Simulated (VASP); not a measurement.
# BP (kn) (F-43m) in VASP: single point with PBEsol

Aim: the single point of BP (kn) with PBEsol.

Program: VASP 6.6.1. These are calculated values, not measurements. Logs are shortened: lines on timing, memory, paths and dates and some standing lists are left out, and cuts for length are marked.

## Step 1: The cell of the first run

Symmetry: F-43m, No. 216, cubic system. Conventional cell: a = 4.520 Å, b = 4.520 Å, c = 4.520 Å, α = 90.00°, β = 90.00°, γ = 90.00°. B (site symmetry -43m) has 4 P at 1.96 Å within 2.6 Å. Within 2.6 Å of P (site symmetry -43m) lie 4 B at 1.96 Å.

## Step 2: Single point, PBEsol

The input, INCAR:

```
SYSTEM = BP
ALGO = Normal
EDIFF = 1E-6
ENCUT = 500
GGA = PS
GGA_COMPAT = .FALSE.
ISIF = 2
ISMEAR = 0
LASPH = .TRUE.
LCHARG = .FALSE.
LREAL = .FALSE.
LWAVE = .FALSE.
NBANDS = 11
NELM = 120
PREC = Accurate
SIGMA = 0.02
```

The input, KPOINTS:

```
k-points
0
G
  8 8 8
  0 0 0
```

The input, POSCAR:

```
BP
1.0
    0.0000000000      2.2600812729      2.2600812729
    2.2600812729      0.0000000000      2.2600812729
    2.2600812729      2.2600812729      0.0000000000
B P
1 1
Direct
    0.0000000000      0.0000000000      0.0000000000
    0.7500000000      0.7500000000      0.7500000000
```

Potentials or basis: VASP PAW PBE potentials, release 64 (B, P).

Launch:

```bash
> cat potpaw_PBE.64/B/POTCAR potpaw_PBE.64/P/POTCAR > POTCAR
> mpirun -np 1 vasp_std > vasp.out
```

OUTCAR:

```text
SYSTEM = BP
   EDIFF = 1E-6
   ENCUT = 500
   GGA = PS
   ISIF = 2
   ISMEAR = 0
   LASPH = .TRUE.
   LREAL = .FALSE.
   NELM = 120
   PREC = Accurate

 ion  position               nearest neighbor table
   1  0.000  0.000  0.000-   2 1.96   2 1.96   2 1.96   2 1.96
   2  0.750  0.750  0.750-   1 1.96   1 1.96   1 1.96   1 1.96

  LATTYP: Found a face centered cubic cell.
 ALAT       =     4.5201625458

  Lattice vectors:

 A1 = (   0.0000000000,   2.2600812729,   2.2600812729)
 A2 = (   2.2600812729,   0.0000000000,   2.2600812729)
 A3 = (   2.2600812729,   2.2600812729,   0.0000000000)

Analysis of symmetry for initial positions (statically):
=====================================================================
 Subroutine PRICEL returns:
 Original cell was already a primitive cell.

 Routine SETGRP: Setting up the symmetry group for a
 face centered cubic supercell.

 Subroutine GETGRP returns: Found 24 space group operations
 (whereof 24 operations were pure point group operations)
 out of a pool of 48 trial point group operations.

The static configuration has the point symmetry T_d .

Analysis of symmetry for dynamics (positions and initial velocities):
=====================================================================
 Subroutine PRICEL returns:
 Original cell was already a primitive cell.

 Routine SETGRP: Setting up the symmetry group for a
 face centered cubic supercell.

 Subroutine GETGRP returns: Found 24 space group operations
 (whereof 24 operations were pure point group operations)
 out of a pool of 48 trial point group operations.

The dynamic configuration has the point symmetry T_d .

 Subroutine INISYM returns: Found 24 space group operations
 (whereof 24 operations are pure point group operations),
 and found     1 'primitive' translations

----------------------------------------------------------------------------------------

                                     Primitive cell

  volume of cell :      23.0888

  direct lattice vectors                    reciprocal lattice vectors
     0.000000000  2.260081273  2.260081273    -0.221230982  0.221230982  0.221230982
     2.260081273  0.000000000  2.260081273     0.221230982 -0.221230982  0.221230982
     2.260081273  2.260081273  0.000000000     0.221230982  0.221230982 -0.221230982

  length of vectors
     3.196237588  3.196237588  3.196237588     0.383183301  0.383183301  0.383183301

  position of ions in fractional coordinates (direct lattice)
     0.000000000  0.000000000  0.000000000
     0.750000000  0.750000000  0.750000000

  ion indices of the primitive-cell ions
[... 79 lines left out ...]
   IBRION =     -1    ionic relax: 0-MD 1-quasi-New 2-CG
   NFREE  =      0    steps in history (QN), initial steepest desc. (CG)
   ISIF   =      2    stress and relaxation
   ISYM   =      2    0-nonsym 1-usesym 2-fastsym
   POTIM  = 0.5000    time-step for ionic-motion
   TEBEG  =    0.0;   TEEND  =   0.0 temperature during run
   PSTRESS=    0.0 pullay stress
   NELECT =       8.0000    total number of electrons
   NUPDOWN=      -1.0000    fix difference up-down
   EMIN   =  10.00;   EMAX   =-10.00  energy-range for DOS
   EFERMI =   0.00;   METHOD = LEGACY
   ISMEAR =     0;   SIGMA  =   0.02  broadening in eV -4-tet -1-fermi 0-gaus
   EFERMI_NEDOS =   21; number of points for ismear=-14 and -15
   IALGO  =     38    algorithm
   IMIX   =      4    mixing-type and parameters
     AMIX     =   0.40;   BMIX     =  1.00
     AMIX_MAG =   1.60;   BMIX_MAG =  1.00
  volume/ion in A,a.u.               =      11.54        77.91
  Fermi-wavevector in a.u.,A,eV,Ry     =   1.149840  2.172883 17.988700  1.322132
  Thomas-Fermi vector in A             =   2.286507
   LORBIT       =      0    0 simple, 1 ext, 2 COOP (PROOUT), +10 PAW based schemes
   GGA     = PS    functional components
   LHFCALC =     F    Hartree Fock is set to
   AEXX    =    0.0000 exact exchange contribution
   IVDW    =     0    specifies the selected vdW correction
   LEPSILON=     F    determine dielectric tensor
   LRPA    =     F    only Hartree local field effects (RPA)
 non-spin polarized calculation
 Gauss-broadening in eV      SIGMA  =   0.02
  energy-cutoff  :      500.00
  volume of cell :       23.09
 maximum number of plane-waves:       604
   NGX = 11   NGY = 11   NGZ = 11

 number of electron       8.0000001 magnetization

 Free energy of the ion-electron system (eV)
  ---------------------------------------------------
  ext. energy  EPLUGINS =         0.00000000
  ---------------------------------------------------
  free energy    TOTEN  =       -13.67124780 eV

  energy without entropy =      -13.67124780  energy(sigma->0) =      -13.67124780

 E-fermi :   7.6557     XC(G=0): -11.0953

 val. band max:        7.5469736948   @ k =   0.0000   0.0000   0.0000
 cond. band min:       8.6958251100   @ k =   0.3750   0.3750   0.0000
 fundamental gap:      1.1488514153
 Fermi energy:         7.6557028572

 k-point     1 :       0.0000    0.0000    0.0000
  band No.  band energies     occupation
      1      -8.0576      2.00000
      2       7.5470      2.00000
      3       7.5470      2.00000
      4       7.5470      2.00000
      5      10.9208      0.00000
      6      10.9208      0.00000
      7      10.9208      0.00000
      8      15.0689      0.00000
      9      18.8701      0.00000
     10      19.7027      0.00000
     11      19.7027      0.00000
[... 309 lines left out ...]
 k-point    24 :      -0.3750    0.2500    0.1250
  band No.  band energies     occupation
      1      -3.9944      2.00000
      2      -1.0258      2.00000
      3       2.9508      2.00000
      4       4.3623      2.00000
      5      11.6462      0.00000
      6      12.7208      0.00000
      7      15.8972      0.00000
      8      17.3421      0.00000
      9      17.9583      0.00000
     10      21.9984      0.00000
     11      24.3052      0.00000

 [... further k-points ...]
[... 5 lines left out ...]
  --------------------------------------------------------------------------------------
  -------------------------------------------------------------------------------------
  Total        0.0181951      0.0181951      0.0181951      0.0000000      0.0000000     -0.0000000
  in kB        1.2625922      1.2625922      1.2625922      0.0000000      0.0000000     -0.0000000
  external PRESSURE =       1.2625922 kB  Pullay stress =       0.0000000 kB

 VOLUME and BASIS-vectors are now :
 -----------------------------------------------------------------------------
  energy-cutoff  :      500.00
  volume of cell :       23.09
      direct lattice vectors                 reciprocal lattice vectors
     0.000000000  2.260081273  2.260081273    -0.221230982  0.221230982  0.221230982
     2.260081273  0.000000000  2.260081273     0.221230982 -0.221230982  0.221230982
     2.260081273  2.260081273  0.000000000     0.221230982  0.221230982 -0.221230982

 POSITION                                       TOTAL-FORCE (eV/Angst)
 -----------------------------------------------------------------------------------
      0.00000      0.00000      0.00000        -0.000000     -0.000000     -0.000000
      3.39012      3.39012      3.39012         0.000000      0.000000      0.000000
 -----------------------------------------------------------------------------------
    total drift:                               -0.000000     -0.000000     -0.000000

  FREE ENERGIE OF THE ION-ELECTRON SYSTEM (eV)
  ---------------------------------------------------
  free  energy   TOTEN  =       -13.6712478009 eV

  energy  without entropy=      -13.6712478009  energy(sigma->0) =      -13.67124780
```

OSZICAR:

```text
N       E                     dE             d eps       ncg     rms          rms(c)
DAV:   1     0.850674707694E+01    0.85067E+01   -0.38767E+03   646   0.643E+02
DAV:   2    -0.137603031217E+02   -0.22267E+02   -0.20792E+02   863   0.109E+02
DAV:   3    -0.144032825902E+02   -0.64298E+00   -0.64179E+00   816   0.159E+01
DAV:   4    -0.144055746711E+02   -0.22921E-02   -0.22919E-02   715   0.115E+00
DAV:   5    -0.144055863874E+02   -0.11716E-04   -0.11716E-04   789   0.795E-02    0.714E+00
DAV:   6    -0.137834508848E+02    0.62214E+00   -0.13253E+00   716   0.492E+00    0.382E+00
DAV:   7    -0.136805578187E+02    0.10289E+00   -0.24802E-01   788   0.245E+00    0.124E+00
DAV:   8    -0.136710485196E+02    0.95093E-02   -0.25797E-02   747   0.901E-01    0.170E-01
DAV:   9    -0.136711848722E+02   -0.13635E-03   -0.69269E-04   722   0.180E-01    0.104E-01
DAV:  10    -0.136712435838E+02   -0.58712E-04   -0.10635E-04   715   0.631E-02    0.213E-02
DAV:  11    -0.136712474745E+02   -0.38907E-05   -0.60478E-06   791   0.144E-02    0.262E-02
DAV:  12    -0.136712478009E+02   -0.32640E-06   -0.20336E-06   523   0.650E-03
   1 F= -.13671248E+02 E0= -.13671248E+02  d E =-.965303E-17
```

Wall time 12 s (1 thread of AMD EPYC 7R13, shared host); peak memory 0.1 GiB.

Results:

```yaml
Free_energy: -13.6712 eV
Pressure: 0.1 GPa
Band_gap_on_the_k_mesh: 1.15 eV, indirect (least direct gap 3.37 eV)
```

Caveat: the PAW data sets were made with another functional, which shifts forces and pressure a little. PBEsol gaps usually lie below the measured ones, often by a third to a half.
